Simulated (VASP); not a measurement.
# CoO (Fm-3m) in VASP: notebook

The runs below take CoO through single point, with PBE+U.

Program: VASP 6.6.1. These are calculated values, not measurements. Logs are shortened: lines on timing, memory, paths and dates and some standing lists are left out, and cuts for length are marked.

### 1 The cell of the first run

The structure is cubic, space group Fm-3m (No. 225). Conventional cell: a = 4.263 Å, b = 4.263 Å, c = 4.263 Å, α = 90.00°, β = 90.00°, γ = 90.00°. Co (site symmetry m-3m) has 6 O at 2.13 Å within 2.8 Å. O (site symmetry m-3m) has 6 Co at 2.13 Å within 2.8 Å.

### 2 Single point, PBE+U, collinear spin, ferromagnetic start

File INCAR:

```
SYSTEM = CoO
PREC     = Accurate       ! precision mode
ENCUT    = 700            ! plane-wave cutoff, eV
EDIFF    = 1E-6           ! SCF threshold, eV
ISMEAR   = 0              ! smearing method
SIGMA    = 0.05           ! smearing width, eV
LREAL    = .False.        ! projectors in reciprocal space
LASPH    = .True.         ! aspherical terms in the spheres
NELM     = 200            ! most SCF steps
ALGO     = Normal         ! electronic algorithm
ISIF     = 2              ! what is computed and relaxed
LWAVE    = .False.        ! write WAVECAR
LCHARG   = .True.         ! write CHGCAR
ISPIN    = 2              ! spin polarisation
MAGMOM   = 3 0            ! initial moments
LORBIT   = 11             ! projections on sites
LMAXMIX  = 4              ! l up to which the mixer works
LDAU     = .True.         ! DFT+U
LDAUTYPE = 2            
LDAUL    = 2 -1           ! shell
LDAUU    = 3.3 0          ! U, eV
LDAUJ    = 0 0          
LDAUPRINT= 1            
GGA      = PE             ! functional
LELF     = .True.         ! ELF
LVHAR    = .True.       
NBANDS   = 22             ! bands
GGA_COMPAT= .False.
```

File KPOINTS:

```
Automatic mesh
0
Gamma
  6 6 6
  0 0 0
```

File POSCAR:

```
CoO
1.0
    0.0000000000      2.1315000000      2.1315000000
    2.1315000000      0.0000000000      2.1315000000
    2.1315000000      2.1315000000      0.0000000000
Co O
1 1
Direct
    0.0000000000      0.0000000000      0.0000000000
    0.5000000000      0.5000000000      0.5000000000
```

Potentials or basis: VASP PAW PBE potentials, release 64 (Co_sv, O).

Command:

```
$ cat potpaw_PBE.64/Co_sv/POTCAR potpaw_PBE.64/O/POTCAR > POTCAR
$ mpirun -np 1 vasp_std > vasp.out
```

OUTCAR:

```text
SYSTEM = CoO
   PREC = Accurate
   ENCUT = 700
   EDIFF = 1E-6
   ISMEAR = 0
   LREAL = .False.
   LASPH = .True.
   NELM = 200
   ISIF = 2
   ISPIN = 2
   LORBIT = 11
   GGA = PE

 ion  position               nearest neighbor table
   1  0.000  0.000  0.000-   2 2.13   2 2.13   2 2.13   2 2.13   2 2.13   2 2.13
   2  0.500  0.500  0.500-   1 2.13   1 2.13   1 2.13   1 2.13   1 2.13   1 2.13

  LATTYP: Found a face centered cubic cell.
 ALAT       =     4.2630000000

  Lattice vectors:

 A1 = (   0.0000000000,   2.1315000000,   2.1315000000)
 A2 = (   2.1315000000,   0.0000000000,   2.1315000000)
 A3 = (   2.1315000000,   2.1315000000,   0.0000000000)

Analysis of symmetry for initial positions (statically):
=====================================================================
 Subroutine PRICEL returns:
 Original cell was already a primitive cell.

 Routine SETGRP: Setting up the symmetry group for a
 face centered cubic supercell.

 Subroutine GETGRP returns: Found 48 space group operations
 (whereof 48 operations were pure point group operations)
 out of a pool of 48 trial point group operations.

The static configuration has the point symmetry O_h .

Analysis of symmetry for dynamics (positions and initial velocities):
=====================================================================
 Subroutine PRICEL returns:
 Original cell was already a primitive cell.

 Routine SETGRP: Setting up the symmetry group for a
 face centered cubic supercell.

 Subroutine GETGRP returns: Found 48 space group operations
 (whereof 48 operations were pure point group operations)
 out of a pool of 48 trial point group operations.

The dynamic configuration has the point symmetry O_h .

Analysis of structural, dynamic, and magnetic symmetry:
=====================================================================
 Subroutine PRICEL returns:
 Original cell was already a primitive cell.

 Routine SETGRP: Setting up the symmetry group for a
 face centered cubic supercell.

 Subroutine GETGRP returns: Found 48 space group operations
 (whereof 48 operations were pure point group operations)
 out of a pool of 48 trial point group operations.

The overall configuration has the point symmetry O_h .

 Subroutine INISYM returns: Found 48 space group operations
 (whereof 48 operations are pure point group operations),
 and found     1 'primitive' translations

----------------------------------------------------------------------------------------

                                     Primitive cell

  volume of cell :      19.3681

  direct lattice vectors                    reciprocal lattice vectors
     0.000000000  2.131500000  2.131500000    -0.234576589  0.234576589  0.234576589
     2.131500000  0.000000000  2.131500000     0.234576589 -0.234576589  0.234576589
     2.131500000  2.131500000  0.000000000     0.234576589  0.234576589 -0.234576589

  length of vectors
     3.014396208  3.014396208  3.014396208     0.406298571  0.406298571  0.406298571

  position of ions in fractional coordinates (direct lattice)
     0.000000000  0.000000000  0.000000000
     0.500000000  0.500000000  0.500000000

  ion indices of the primitive-cell ions
   primitive index   ion index
                 1           1
                 2           2

----------------------------------------------------------------------------------------

 KPOINTS: Automatic mesh

Automatic generation of k-mesh.
 Grid dimensions read from file:
 generate k-points for:    6    6    6

 Generating k-lattice:

  Cartesian coordinates                     Fractional coordinates (reciprocal lattice)
[... 61 lines left out ...]
   PSTRESS=    0.0 pullay stress
   NELECT =      23.0000    total number of electrons
   NUPDOWN=      -1.0000    fix difference up-down
   EMIN   =  10.00;   EMAX   =-10.00  energy-range for DOS
   EFERMI =   0.00;   METHOD = LEGACY
   ISMEAR =     0;   SIGMA  =   0.05  broadening in eV -4-tet -1-fermi 0-gaus
   EFERMI_NEDOS =   21; number of points for ismear=-14 and -15
   IALGO  =     38    algorithm
[... 29 lines left out ...]
  o =  0.9244  v =  0.0000  0.9698 -0.0000 -0.2441  0.0000  0.0000  0.0000  0.0000  0.0000  0.0000      0.0000  0.0000  0.0000  0.0000  0.0000  0.0000  0.0000  0.0000  0.0000  0.0000
  o =  0.9244  v =  0.0000 -0.2441  0.0000 -0.9698  0.0000  0.0000  0.0000  0.0000  0.0000  0.0000      0.0000  0.0000  0.0000  0.0000  0.0000  0.0000  0.0000  0.0000  0.0000  0.0000
  o =  0.9244  v =  1.0000  0.0000  0.0000  0.0000  0.0000  0.0000  0.0000  0.0000  0.0000  0.0000      0.0000  0.0000  0.0000  0.0000  0.0000  0.0000  0.0000  0.0000  0.0000  0.0000
  o =  0.9552  v =  0.0000 -0.0000  0.0038  0.0000  1.0000  0.0000  0.0000  0.0000  0.0000  0.0000      0.0000  0.0000  0.0000  0.0000  0.0000  0.0000  0.0000  0.0000  0.0000  0.0000
  o =  0.9552  v =  0.0000  0.0000  1.0000  0.0000 -0.0038  0.0000  0.0000  0.0000  0.0000  0.0000      0.0000  0.0000  0.0000  0.0000  0.0000  0.0000  0.0000  0.0000  0.0000  0.0000

 number of electron      23.0000015 magnetization       2.9993412

 Free energy of the ion-electron system (eV)
  ---------------------------------------------------
  ext. energy  EPLUGINS =         0.00000000
  ---------------------------------------------------
  free energy    TOTEN  =       -11.05828359 eV

  energy without entropy =      -11.05303921  energy(sigma->0) =      -11.05566140

 E-fermi :   8.5728     XC(G=0): -12.6568

 val. band max:        8.5345174619   @ k =   0.3333   0.1667   0.0000
 cond. band min:       8.6075367989   @ k =   0.5000   0.3333   0.1667
 fundamental gap:      0.0730193370
 Fermi energy:         8.5728451619

 spin component 1

 k-point     1 :       0.0000    0.0000    0.0000
  band No.  band energies     occupation
      1     -88.2072      1.00000
      2     -51.4532      1.00000
      3     -51.4532      1.00000
      4     -51.4532      1.00000
      5     -11.1321      1.00000
      6       4.0182      1.00000
[... 389 lines left out ...]
     21      38.6638      0.00000
     22      40.1196      0.00000
 Fermi energy:         8.5728451619

 spin component 2

 k-point     1 :       0.0000    0.0000    0.0000
  band No.  band energies     occupation
      1     -84.9650      1.00000
      2     -48.2843      1.00000
      3     -48.2842      1.00000
      4     -48.2841      1.00000
      5     -10.7117      1.00000
      6       6.4279      1.00000
[... 389 lines left out ...]
     21      40.1728      0.00000
     22      40.1756      0.00000

------------------------ aborting loop because EDIFF is reached ----------------------------------------

  FORCE on cell =-STRESS in cart. coord.  units (eV):
  Direction    XX          YY          ZZ          XY          YZ          ZX
  --------------------------------------------------------------------------------------
  -------------------------------------------------------------------------------------
  Total       -0.1500199     -0.1500199     -0.1500199     -0.0000000      0.0000000     -0.0000000
  in kB      -12.4100446    -12.4100446    -12.4100446     -0.0000000      0.0000000     -0.0000000
  external PRESSURE =     -12.4100446 kB  Pullay stress =       0.0000000 kB

 VOLUME and BASIS-vectors are now :
 -----------------------------------------------------------------------------
  energy-cutoff  :      700.00
  volume of cell :       19.37
      direct lattice vectors                 reciprocal lattice vectors
     0.000000000  2.131500000  2.131500000    -0.234576589  0.234576589  0.234576589
     2.131500000  0.000000000  2.131500000     0.234576589 -0.234576589  0.234576589
     2.131500000  2.131500000  0.000000000     0.234576589  0.234576589 -0.234576589

 POSITION                                       TOTAL-FORCE (eV/Angst)
 -----------------------------------------------------------------------------------
      0.00000      0.00000      0.00000        -0.000000      0.000000     -0.000000
      2.13150      2.13150      2.13150         0.000000     -0.000000      0.000000
 -----------------------------------------------------------------------------------
    total drift:                                0.000000      0.000000      0.000000

  FREE ENERGIE OF THE ION-ELECTRON SYSTEM (eV)
  ---------------------------------------------------
  free  energy   TOTEN  =       -11.0582835878 eV

  energy  without entropy=      -11.0530392073  energy(sigma->0) =      -11.05566140

 total charge

# of ion       s       p       d       tot
------------------------------------------
    1        2.144   6.065   6.670  14.879
    2        1.548   3.457   0.000   5.005
--------------------------------------------------
tot          3.692   9.522   6.670  19.884

 magnetization (x)

# of ion       s       p       d       tot
------------------------------------------
    1        0.014   0.011   2.667   2.692
    2        0.025   0.225   0.000   0.251
--------------------------------------------------
tot          0.039   0.236   2.667   2.942
```

Run time: 41 s. Hardware: 1 thread of AMD EPYC 7R43 (Zen 3), shared host; peak memory 0.14 GiB.

What came out:

```yaml
Free_energy: -11.0583 eV
Pressure: -1.2 GPa
Band_gap_on_the_k_mesh: zero (filled and empty bands overlap)
Net_moment: 3.00 μB per cell
Site_moments: Co +2.69; O +0.25 μB
Valence_electrons_inside_the_program's_atomic_spheres: Co 14.88; O 5.00
```

Levels at points of the mesh, in eV from the Fermi level:
Spin up:
```tsv
k point	band 10	band 11	band 12	band 13	band 14	band 15	band 16	band 17
(0.00, 0.00, 0.00)	-4.14	-2.61	-2.61	-2.61	1.32	17.12	17.96	17.96
(0.50, 0.00, 0.00)	-3.52	-2.68	-0.26	-0.26	5.37	9.68	13.67	13.67
(0.50, 0.50, 0.00)	-3.85	-3.68	-3.25	-3.25	6.08	10.22	11.52	16.04
```
Spin down:
```
           k point  band 7  band 8  band 9  band 10  band 11  band 12  band 13  band 14
(0.00, 0.00, 0.00)   -2.14   -2.14   -1.12    -1.12    -1.12     1.65     1.65     1.81
(0.50, 0.00, 0.00)   -3.98   -3.98   -0.09    -0.09     0.20     4.08     4.09     5.59
(0.50, 0.50, 0.00)   -3.42   -3.42   -2.21     0.08     0.08     2.17     2.58     6.98
```

Eigenvalues of the final occupation matrices:
```csv
site,spin,trace,eigenvalues
site 1 d,1,4.68,0.92 0.92 0.92 0.96 0.96
site 1 d,2,2.01,0.10 0.10 0.60 0.60 0.60
```

Caveat: the k points lie up to 0.43 Å⁻¹ apart, too coarse for converged energies and pressures of a metal; a cell with one magnetic atom can't hold antiferromagnetic order, which such compounds often take.

### 3 Single point, PBE+U, collinear spin, antiferromagnetic start

This run uses another cell than the first one: it holds 4 atoms, not 2.

File INCAR:

```
SYSTEM = CoO
PREC = Accurate
ENCUT = 700
EDIFF = 1E-6
ISMEAR = 0
SIGMA = 0.05
LREAL = .FALSE.
LASPH = .TRUE.
NELM = 200
ALGO = Normal
ISIF = 2
LWAVE = .FALSE.
LCHARG = .FALSE.
ISPIN = 2
MAGMOM = 3 -3 0 0
LORBIT = 11
LMAXMIX = 4
LDAU = .TRUE.
LDAUTYPE = 2
LDAUL = 2 -1
LDAUU = 3.3 0
LDAUJ = 0 0
LDAUPRINT = 1
GGA = PE
NBANDS = 35
GGA_COMPAT = .FALSE.
```

File KPOINTS:

```
Automatic mesh
0
G
  8 8 6
  0 0 0
```

File POSCAR:

```
CoO
1.0
    0.0000000000      2.1628257023     -2.1628257023
    0.0000000000      2.1628257023      2.1628257023
    4.3256514046      0.0000000000      0.0000000000
Co O
2 2
Direct
    0.0000000000      0.0000000000      0.0000000000
    0.5000000000      0.5000000000      0.5000000000
    0.0000000000      1.0000000000      0.5000000000
    0.5000000000      1.5000000000      1.0000000000
```

Potentials or basis: VASP PAW PBE potentials, release 64 (Co_sv, O).

Command:

```
$ cat potpaw_PBE.64/Co_sv/POTCAR potpaw_PBE.64/O/POTCAR > POTCAR
$ mpirun -np 1 vasp_std > vasp.out
```

Run time: 4.6 min. Hardware: 1 thread of Intel Xeon Platinum 8488C (Sapphire Rapids), shared host; peak memory 0.32 GiB.

The run converged. Its results:

| Property | Result |
| --- | --- |
| Free energy | -23.1884 eV |
| Pressure | -2.1 GPa |
| Band gap on the k mesh | 0.18 eV |
| Net moment | 0.00 μB per cell |
| Site moments | Co +2.67, -2.67; O -0.11, +0.11 μB |
| Valence electrons inside the program's atomic spheres | Co 14.88; O 4.99 |

Stress tensor (GPa, compression positive):
```
 6.02  0.00  0.00
 0.00 -6.18  0.00
 0.00  0.00 -6.18
```

Levels at points of the mesh, in eV from the valence-band top:
Spin up:
| k point | band 19 | band 20 | band 21 | band 22 | band 23 | band 24 | band 25 | band 26 | band 27 | band 28 |
| --- | --- | --- | --- | --- | --- | --- | --- | --- | --- | --- |
| (0.00, 0.00, 0.00) | -2.35 | -2.35 | -2.20 | -1.42 | -1.42 | 0.21 | 1.19 | 1.26 | 2.81 | 6.10 |
| (0.50, 0.00, 0.00) | -2.90 | -1.90 | -1.50 | -0.82 | -0.68 | 1.88 | 2.96 | 3.34 | 6.55 | 6.75 |
| (0.50, 0.50, 0.00) | -3.58 | -3.42 | -3.37 | -1.60 | -1.60 | 1.76 | 2.14 | 2.96 | 5.70 | 6.57 |
| (0.00, 0.00, 0.50) | -2.29 | -1.95 | -1.95 | -1.00 | -1.00 | 0.18 | 1.26 | 2.74 | 4.80 | 5.90 |
| (0.50, 0.00, 0.50) | -2.22 | -1.71 | -1.10 | -0.26 | 0.00 | 1.89 | 3.36 | 4.53 | 5.11 | 5.37 |
| (0.50, 0.50, 0.50) | -2.57 | -2.57 | -1.72 | -1.34 | -1.34 | 1.77 | 2.15 | 3.70 | 7.86 | 8.79 |
Spin down:
```tsv
k point	band 19	band 20	band 21	band 22	band 23	band 24	band 25	band 26	band 27	band 28
(0.00, 0.00, 0.00)	-2.35	-2.35	-2.20	-1.42	-1.42	0.21	1.19	1.26	2.81	6.10
(0.50, 0.00, 0.00)	-2.90	-1.90	-1.50	-0.82	-0.68	1.88	2.96	3.34	6.55	6.75
(0.50, 0.50, 0.00)	-3.58	-3.42	-3.37	-1.60	-1.60	1.76	2.14	2.96	5.70	6.57
(0.00, 0.00, 0.50)	-2.29	-1.95	-1.95	-1.00	-1.00	0.18	1.26	2.74	4.80	5.90
(0.50, 0.00, 0.50)	-2.22	-1.71	-1.10	-0.26	0.00	1.89	3.36	4.53	5.11	5.37
(0.50, 0.50, 0.50)	-2.57	-2.57	-1.72	-1.34	-1.34	1.77	2.15	3.70	7.86	8.79
```

Eigenvalues of the final occupation matrices:
```
    site  spin  trace               eigenvalues
site 1 d     1   4.68  0.92 0.92 0.93 0.95 0.95
site 1 d     2   2.03  0.03 0.07 0.11 0.91 0.91
site 2 d     1   2.03  0.03 0.07 0.11 0.91 0.91
site 2 d     2   4.68  0.92 0.92 0.93 0.95 0.95
```

Caveat: the stress differs along the axes, from -6 to 6 GPa; semilocal functionals underestimate gaps, and a narrow one can read as zero. The state reached can hang on the start; a lower one may exist.

### 4 Single point, PBE+U, collinear spin, ferromagnetic start

File INCAR:

```
SYSTEM = CoO
ALGO = Normal ; EDIFF = 1E-6
ENCUT = 700 ; GGA = PE
GGA_COMPAT = .FALSE. ; ISIF = 2
ISMEAR = 0 ; ISPIN = 2
LASPH = .TRUE. ; LCHARG = .TRUE.
LDAU = .TRUE. ; LDAUJ = 0 0
LDAUL = 2 -1 ; LDAUPRINT = 1
LDAUTYPE = 2 ; LDAUU = 3.3 0
LELF = .TRUE. ; LMAXMIX = 4
LORBIT = 11 ; LREAL = .FALSE.
LVHAR = .TRUE. ; LWAVE = .FALSE.
MAGMOM = 3 0 ; NBANDS = 22
NELM = 200 ; PREC = Accurate
SIGMA = 0.05
```

File KPOINTS:

```
k-points
0
G
  10 10 10
  0 0 0
```

File POSCAR:

```
CoO
1.0
    0.0000000000      2.1315000000      2.1315000000
    2.1315000000      0.0000000000      2.1315000000
    2.1315000000      2.1315000000      0.0000000000
Co O
1 1
Direct
    0.0000000000      0.0000000000      0.0000000000
    0.5000000000      0.5000000000      0.5000000000
```

Command:

```
$ cat potpaw_PBE.64/Co_sv/POTCAR potpaw_PBE.64/O/POTCAR > POTCAR
$ mpirun -np 1 vasp_std > vasp.out
```

Wall time 70 s (1 thread of Intel Xeon Platinum 8259CL at 2.50GHz (Skylake/Cascade Lake), shared host); peak memory 0.2 GiB.

Results (log left out):

```
Free energy                                           : -11.0586 eV
Pressure                                              : -1.0 GPa
Band gap on the k mesh                                : zero (filled and empty bands overlap)
Net moment                                            : 3.00 μB per cell
Site moments                                          : Co +2.69; O +0.25 μB
Valence electrons inside the program's atomic spheres : Co 14.88; O 5.00
```

Levels at points of the mesh, in eV from the Fermi level:
Spin up:
| k point | band 11 | band 12 | band 13 | band 14 | band 15 | band 16 |
| --- | --- | --- | --- | --- | --- | --- |
| (0.00, 0.00, 0.00) | -2.63 | -2.63 | -2.63 | 1.31 | 17.11 | 17.95 |
| (0.50, 0.00, 0.00) | -2.69 | -0.27 | -0.27 | 5.36 | 9.67 | 13.66 |
| (0.50, 0.50, 0.00) | -3.68 | -3.24 | -3.24 | 6.07 | 10.20 | 11.51 |
Spin down:
| k point | band 6 | band 7 | band 8 | band 9 | band 10 | band 11 | band 12 | band 13 | band 14 | band 15 |
| --- | --- | --- | --- | --- | --- | --- | --- | --- | --- | --- |
| (0.00, 0.00, 0.00) | -2.16 | -2.16 | -2.16 | -1.13 | -1.13 | -1.13 | 1.65 | 1.65 | 1.80 | 16.92 |
| (0.50, 0.00, 0.00) | -7.27 | -3.99 | -3.99 | -0.10 | -0.10 | 0.19 | 4.08 | 4.08 | 5.59 | 10.42 |
| (0.50, 0.50, 0.00) | -6.04 | -3.43 | -3.43 | -2.21 | 0.07 | 0.07 | 2.17 | 2.58 | 6.97 | 10.59 |

Eigenvalues of the final occupation matrices:
| site | spin | trace | eigenvalues |
| --- | --- | --- | --- |
| site 1 d | 1 | 4.68 | 0.92 0.92 0.92 0.96 0.96 |
| site 1 d | 2 | 2.01 | 0.10 0.10 0.61 0.61 0.61 |

Caveat: a cell with one magnetic atom can't hold antiferromagnetic order, which such compounds often take. The state reached can hang on the start; a lower one may exist.

### 5 The runs side by side

```tsv
spin	cell	k mesh	gap on the mesh (eV)	pressure (GPa)	moment (μB)
collinear, ferromagnetic start	a = 3.014 Å, angles 60.0°, 2 atoms, atomic positions A	6 × 6 × 6	none	-1.2	3.00
collinear, antiferromagnetic start	a = 3.059, b = 3.059, c = 4.326 Å, 4 atoms, atomic positions B	8 × 8 × 6	0.18	-2.1	0.00
collinear, ferromagnetic start	a = 3.014 Å, angles 60.0°, 2 atoms, atomic positions A	10 × 10 × 10	none	-1.0	3.00
```

Alike in all rows: task single point; level PBE+U; potentials or basis VASP PAW PBE potentials, release 64 (Co_sv, O); Co d U = 3.3 eV; cutoff (eV) 700; smearing gaussian 0.05 eV.

Caveats: some runs use coarse meshes; a cell with one magnetic atom can't hold antiferromagnetic order, which such compounds often take (at least some runs); the stress differs along the axes, from -6 to 6 GPa (at least some runs); semilocal functionals underestimate gaps, and a narrow one can read as zero (at least some runs).

Absolute energies hang on the potentials; compare differences alone.

The gap in the log of VASP goes by the Fermi energy; the results here count the filled bands.